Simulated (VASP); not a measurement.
# C (a cell with a defect) in VASP: single point with PBE

Aim: the single point of C (a cell with a defect) with PBE.

Everything below comes from runs of VASP 6.6.1. Logs are shortened: lines on timing, memory, paths and dates and some standing lists are left out, and cuts for length are marked.

### 1 The cell of the first run

The cell holds a defect, 63 atoms: a = 7.140 Å, b = 7.140 Å, c = 7.140 Å, α = 90.00°, β = 90.00°, γ = 90.00°.

### 2 Single point, PBE

The input, INCAR:

```
  PREC = Accurate
  ENCUT = 520
  EDIFF = 1E-6
  ISMEAR = 0
  SIGMA = 0.05
  LREAL = Auto
  LASPH = True
  NELM = 60
  ALGO = Normal
  ISIF = 2
  LWAVE = False
  LCHARG = False
  GGA = PE
  NELECT = 254.0
  NBANDS = 163
```

The input, KPOINTS:

```
Automatic mesh
0
Gamma
  2 2 2
```

The input, POSCAR:

```
C
1.0
    7.1400000000      0.0000000000      0.0000000000
    0.0000000000      7.1400000000      0.0000000000
    0.0000000000      0.0000000000      7.1400000000
C
63
Direct
    0.5009782913      0.0016284314      0.0030299720
    0.6275198880      0.1286161064      0.1290588235
    0.7508679272      0.2514935574     -0.0008099440
    0.8749565826      0.3754224090      0.1235809524
    0.7522669468      0.0095530812      0.2592319328
    0.8892565826      0.1380161064      0.3858896359
   -0.0006137255     -0.0009464986      0.0004592437
    0.1265281513      0.1245495798      0.1233995798
    0.2490218487      0.2492319328     -0.0009478992
    0.3756301120      0.3762141457      0.1257467787
    0.4976802521      0.5000154062      0.0004410364
    0.6239869748      0.6277323529      0.1239633053
    0.7484767507      0.7523925770      0.0023429972
    0.8752142857      0.8788795518      0.1286844538
    0.2519966387      0.0006792717      0.2509126050
    0.3786960784      0.1265733894      0.3774019608
    0.5062235294      0.2536082633      0.2559476190
    0.6313670868      0.3876703081      0.3777789916
    0.7480313725      0.5044514006      0.2470333333
    0.8744401961      0.6256942577      0.3708373950
    0.5029696078      0.0029721289      0.5046470588
    0.6233345938      0.1217320728      0.6368089636
    0.8323689076      0.3110120448      0.5424176471
    0.7469691877     -0.0014606443      0.7524715686
    0.8750987395      0.1227955182      0.8738509804
   -0.0024710084      0.4988460784     -0.0036546218
    0.1240652661      0.6246677871      0.1230518207
    0.2489855742      0.7494837535     -0.0004561625
    0.3754971989      0.8758939776      0.1260344538
    0.0056130252      0.2498824930      0.2470047619
    0.1280323529      0.3755897759      0.3694455182
    0.2515862745      0.5008595238      0.2484911765
    0.3746331933      0.6263459384      0.3756945378
    0.5006280112      0.7526633053      0.2514901961
    0.6265431373      0.8790042017      0.3784469188
    0.0043763305     -0.0006289916      0.5005759104
    0.1280249300      0.1207330532      0.6269142857
    0.2514701681      0.2499406162      0.5000627451
    0.3759042017      0.3738847339      0.6241257703
    0.5013036415      0.5024053221      0.4998969188
    0.6227371148      0.6266263305      0.6282152661
    0.7501990196      0.7503626050      0.5009480392
    0.8741834734      0.8748511204      0.6248906162
    0.2511309524     -0.0022581232      0.7510530812
    0.3746666667      0.1254390756      0.8772145658
    0.5005738095      0.2481787115      0.7515897759
    0.6234771709      0.3775155462      0.8746796919
    0.7381425770      0.5042922969      0.7526880952
    0.8702514006      0.6226858543      0.8723854342
   -0.0002564426      0.7512491597      0.2492105042
    0.1258519608      0.8739830532      0.3752107843
   -0.0105876751      0.4874158263      0.4857445378
    0.1158661064      0.6158631653      0.6227215686
    0.2465208683      0.7466210084      0.4997773109
    0.3729067227      0.8732369748      0.6265724090
   -0.0035182073      0.2374068627      0.7429920168
    0.1186903361      0.3718222689      0.8684334734
    0.2459347339      0.4967526611      0.7474088235
    0.3719624650      0.6237536415      0.8740088235
    0.4970133053      0.7507928571      0.7506018207
    0.6243525210      0.8745549020      0.8780016807
   -0.0033617647      0.7463801120      0.7485855742
    0.1235962185      0.8727670868      0.8744326331
```

Potentials or basis: VASP PAW PBE potentials, release 64 (C).

Run with:

```
$ cat potpaw_PBE.64/C/POTCAR > POTCAR
$ mpirun -np 1 vasp_std > vasp.out
```

OUTCAR:

```text
PREC = Accurate
   ENCUT = 520
   EDIFF = 1E-6
   ISMEAR = 0
   LREAL = Auto
   LASPH = True
   NELM = 60
   ISIF = 2
   GGA = PE
   NELECT = 254.0

 ion  position               nearest neighbor table
   1  0.501  0.002  0.003-  29 1.54  61 1.55  45 1.55   2 1.56
   2  0.628  0.129  0.129-  17 1.54   5 1.54   3 1.55   1 1.56
   3  0.751  0.251  0.999-   4 1.54   2 1.55  47 1.56  25 1.56
   4  0.875  0.375  0.124-   3 1.54  26 1.54  19 1.56  30 1.57
   5  0.752  0.010  0.259-   2 1.54  35 1.55  14 1.58   6 1.62
   6  0.889  0.138  0.386-  30 1.52  36 1.53   5 1.62  23 1.71
[... 13 lines left out ...]
  20  0.874  0.626  0.371-  52 1.52  19 1.53  50 1.54  42 1.56
  21  0.503  0.003  0.505-  22 1.53  35 1.54  16 1.55  55 1.57
  22  0.623  0.122  0.637-  24 1.49  46 1.50  21 1.53
  23  0.832  0.311  0.542-   6 1.71  52 1.73  56 1.92  18 1.93
  24  0.747  0.999  0.752-  22 1.49  61 1.53  25 1.54  43 1.56
  25  0.875  0.123  0.874-  56 1.51  24 1.54   7 1.54   3 1.56
  26  0.998  0.499  0.996-   4 1.54  49 1.55  57 1.55  27 1.56
  27  0.124  0.625  0.123-  28 1.54  32 1.55  50 1.55  26 1.56
  28  0.249  0.749  1.000-  27 1.54  63 1.54  59 1.54  29 1.56
[... 17 lines left out ...]
  46  0.501  0.248  0.752-  22 1.50  45 1.54  47 1.55  39 1.56
  47  0.623  0.378  0.875-  48 1.50  11 1.54  46 1.55   3 1.56
  48  0.738  0.504  0.753-  41 1.49  47 1.50  49 1.53
  49  0.870  0.623  0.872-  48 1.53  62 1.54  26 1.55  13 1.57
  50  1.000  0.751  0.249-  20 1.54  14 1.54  51 1.55  27 1.55
  51  0.126  0.874  0.375-  36 1.53  54 1.54  50 1.55  15 1.55
  52  0.989  0.487  0.486-  31 1.52  20 1.52  53 1.62  23 1.73
  53  0.116  0.616  0.623-  58 1.54  62 1.55  54 1.59  52 1.62
  54  0.247  0.747  0.500-  33 1.54  51 1.54  55 1.57  53 1.59
  55  0.373  0.873  0.627-  60 1.53  44 1.53  54 1.57  21 1.57
  56  0.996  0.237  0.743-  37 1.50  25 1.51  57 1.58  23 1.92
  57  0.119  0.372  0.868-  58 1.54  26 1.55  56 1.58   9 1.58
  58  0.246  0.497  0.747-  57 1.54  53 1.54  39 1.55  59 1.56
  59  0.372  0.624  0.874-  28 1.54  60 1.55  11 1.55  58 1.56
  60  0.497  0.751  0.751-  55 1.53  41 1.53  59 1.55  61 1.56
  61  0.624  0.875  0.878-  13 1.53  24 1.53   1 1.55  60 1.56
  62  0.997  0.746  0.749-  49 1.54  43 1.54  53 1.55  63 1.56
  63  0.124  0.873  0.874-  28 1.54  44 1.55   7 1.55  62 1.56

  LATTYP: Found a simple cubic cell.
 ALAT       =     7.1400000000

  Lattice vectors:

 A1 = (   7.1400000000,   0.0000000000,   0.0000000000)
 A2 = (   0.0000000000,   7.1400000000,   0.0000000000)
 A3 = (   0.0000000000,   0.0000000000,   7.1400000000)

Analysis of symmetry for initial positions (statically):
=====================================================================
 Subroutine PRICEL returns:
 Original cell was already a primitive cell.

 Routine SETGRP: Setting up the symmetry group for a
 simple cubic supercell.

 Subroutine GETGRP returns: Found  1 space group operations
[... 234 lines left out ...]
   NUPDOWN=      -1.0000    fix difference up-down
   EMIN   =  10.00;   EMAX   =-10.00  energy-range for DOS
   EFERMI =   0.00;   METHOD = LEGACY
   ISMEAR =     0;   SIGMA  =   0.05  broadening in eV -4-tet -1-fermi 0-gaus
   EFERMI_NEDOS =   21; number of points for ismear=-14 and -15
   IALGO  =     38    algorithm
   IMIX   =      4    mixing-type and parameters
     AMIX     =   0.40;   BMIX     =  1.00
     AMIX_MAG =   1.60;   BMIX_MAG =  1.00
  volume/ion in A,a.u.               =       5.78        38.99
  Fermi-wavevector in a.u.,A,eV,Ry     =   1.452071  2.744016 28.688024  2.108510
  Thomas-Fermi vector in A             =   2.569495
   LORBIT       =      0    0 simple, 1 ext, 2 COOP (PROOUT), +10 PAW based schemes
   GGA     = PE    functional components
   LHFCALC =     F    Hartree Fock is set to
   AEXX    =    0.0000 exact exchange contribution
   IVDW    =     0    specifies the selected vdW correction
   LEPSILON=     F    determine dielectric tensor
   LRPA    =     F    only Hartree local field effects (RPA)
 non-spin polarized calculation
 Gauss-broadening in eV      SIGMA  =   0.05
  energy-cutoff  :      520.00
  volume of cell :      363.99
 maximum number of plane-waves:      9808
 NGX is ok and might be reduce to    54
   NGX = 27   NGY = 27   NGZ = 27

 number of electron     253.9999999 magnetization

 Free energy of the ion-electron system (eV)
  ---------------------------------------------------
  ext. energy  EPLUGINS =         0.00000000
  ---------------------------------------------------
  free energy    TOTEN  =      -541.47409596 eV

  energy without entropy =     -541.47409596  energy(sigma->0) =     -541.47409596

 E-fermi :  11.8829     XC(G=0): -13.2104

 val. band max:       11.5783696844   @ k =   0.0000   0.0000   0.0000
 cond. band min:      12.7633202975   @ k =   0.5000   0.0000   0.0000
 fundamental gap:      1.1849506131
 Fermi energy:        11.8829025716

 k-point     1 :       0.0000    0.0000    0.0000
  band No.  band energies     occupation
      1     -11.9790      2.00000
      2      -9.8261      2.00000
      3      -9.8124      2.00000
      4      -9.7521      2.00000
      5      -9.7492      2.00000
      6      -9.5823      2.00000
[... 1125 lines left out ...]
    138      15.3662      0.00000
    139      15.3851      0.00000
 [bands above 139 left out]

------------------------ aborting loop because EDIFF is reached ----------------------------------------

  FORCE on cell =-STRESS in cart. coord.  units (eV):
  Direction    XX          YY          ZZ          XY          YZ          ZX
  --------------------------------------------------------------------------------------
  -------------------------------------------------------------------------------------
  Total       26.3151250     26.6985566     26.6344881    -13.2201046    -12.9521114    -14.2105179
  in kB      115.8300874    117.5178211    117.2358133    -58.1903324    -57.0107189    -62.5497895
  external PRESSURE =     116.8612406 kB  Pullay stress =       0.0000000 kB

 VOLUME and BASIS-vectors are now :
 -----------------------------------------------------------------------------
  energy-cutoff  :      520.00
  volume of cell :      363.99
      direct lattice vectors                 reciprocal lattice vectors
     7.140000000  0.000000000  0.000000000     0.140056022  0.000000000  0.000000000
     0.000000000  7.140000000  0.000000000     0.000000000  0.140056022  0.000000000
     0.000000000  0.000000000  7.140000000     0.000000000  0.000000000  0.140056022

 POSITION                                       TOTAL-FORCE (eV/Angst)
 -----------------------------------------------------------------------------------
      3.57698      0.01163      0.02163         0.006858      0.010450     -0.002677
      4.48049      0.91832      0.92148         0.005479     -0.000270     -0.009581
      5.36120      1.79566      7.13422        -0.003479      0.001033     -0.004566
      6.24719      2.68052      0.88237         0.004415      0.006370      0.014263
      5.37119      0.06821      1.85092         0.015400      0.007695      0.003998
      6.34929      0.98543      2.75525        -0.024497      0.003402     -0.001695
[... 55 lines left out ...]
      7.11600      5.32915      5.34490        -0.001438      0.005075      0.006382
      0.88248      6.23156      6.24345        -0.005504     -0.002113      0.005669
 -----------------------------------------------------------------------------------
    total drift:                                0.049981      0.008086      0.005517

  FREE ENERGIE OF THE ION-ELECTRON SYSTEM (eV)
  ---------------------------------------------------
  free  energy   TOTEN  =      -541.4740959608 eV

  energy  without entropy=     -541.4740959608  energy(sigma->0) =     -541.47409596
```

Wall time 11 min (1 thread of Intel Xeon Platinum 8488C (Sapphire Rapids), shared host); peak memory 0.55 GiB.

Results:

```
Free energy   : -541.4741 eV
Largest force : 0.042 eV/Å
```

Forces in eV/Å, atoms in the order of the input:
```
C    0.007  0.010 -0.003
C    0.005  0.000 -0.010
C   -0.003  0.001 -0.005
C    0.004  0.006  0.014
C    0.015  0.008  0.004
C   -0.024  0.003 -0.002
C    0.002  0.009  0.001
C   -0.007 -0.011  0.003
C   -0.003  0.010  0.005
C    0.009 -0.013 -0.008
C    0.007  0.000  0.002
C   -0.010 -0.010  0.002
C    0.012 -0.001 -0.002
C   -0.002  0.001  0.000
C   -0.003  0.003  0.007
C   -0.007 -0.010 -0.008
C   -0.001  0.007 -0.007
C    0.021 -0.025  0.026
C    0.002  0.006 -0.006
C   -0.002  0.001  0.008
C    0.000 -0.001  0.003
C    0.000  0.004 -0.016
C   -0.018  0.008  0.001
C    0.011 -0.003 -0.002
C   -0.009 -0.004  0.008
C   -0.002  0.004 -0.006
C   -0.013 -0.011 -0.002
C   -0.002  0.000  0.005
C   -0.001 -0.007 -0.011
C    0.002  0.002 -0.003
C    0.004 -0.007  0.001
C    0.005  0.005 -0.007
C    0.009 -0.006 -0.007
C    0.004 -0.004  0.006
C   -0.013 -0.007 -0.008
C    0.000 -0.006  0.003
C   -0.001  0.005 -0.015
C   -0.009 -0.002 -0.002
C    0.002  0.013  0.002
C   -0.005 -0.004  0.001
C   -0.002  0.011 -0.015
C   -0.003 -0.009 -0.005
C    0.005  0.010  0.000
C    0.009 -0.006  0.008
C    0.009 -0.008 -0.001
C   -0.006  0.005  0.004
C   -0.009 -0.015  0.018
C    0.021 -0.016 -0.022
C    0.004 -0.001  0.005
C    0.005  0.006 -0.007
C   -0.004  0.010 -0.006
C   -0.006 -0.002  0.035
C    0.001  0.003 -0.007
C   -0.003 -0.002  0.010
C    0.008  0.007 -0.016
C   -0.001  0.021  0.008
C    0.005 -0.002 -0.003
C    0.007  0.002  0.007
C   -0.006 -0.004  0.001
C   -0.003  0.007  0.006
C   -0.012  0.009 -0.005
C   -0.001  0.005  0.006
C   -0.006 -0.002  0.006
```

Levels at points of the mesh, in eV from the Fermi level:
```tsv
k point	band 125	band 126	band 127	band 128	band 129	band 130
(0.00, 0.00, 0.00)	-2.77	-0.36	-0.30	0.96	1.79	1.87
(0.50, 0.00, 0.00)	-3.62	-0.98	-0.72	0.88	1.62	1.89
(0.00, 0.50, 0.00)	-3.56	-0.93	-0.73	0.89	1.56	1.92
(0.00, 0.00, 0.50)	-3.62	-0.95	-0.73	0.89	1.61	1.89
(0.50, 0.50, 0.00)	-3.07	-1.13	-0.60	1.09	2.93	3.10
(0.00, 0.50, 0.50)	-3.07	-1.10	-0.62	1.07	2.96	3.10
(0.50, 0.00, 0.50)	-3.06	-1.15	-0.58	1.13	2.77	3.08
(0.50, 0.50, 0.50)	-3.43	-0.76	-0.71	1.25	2.93	2.97
```

Caveat: the k points lie up to 0.44 Å⁻¹ apart; the cell carries a net charge on a neutralising background, which shifts energy and pressure; the cell is charged against a uniform background, so pressure and absolute levels hang on convention.
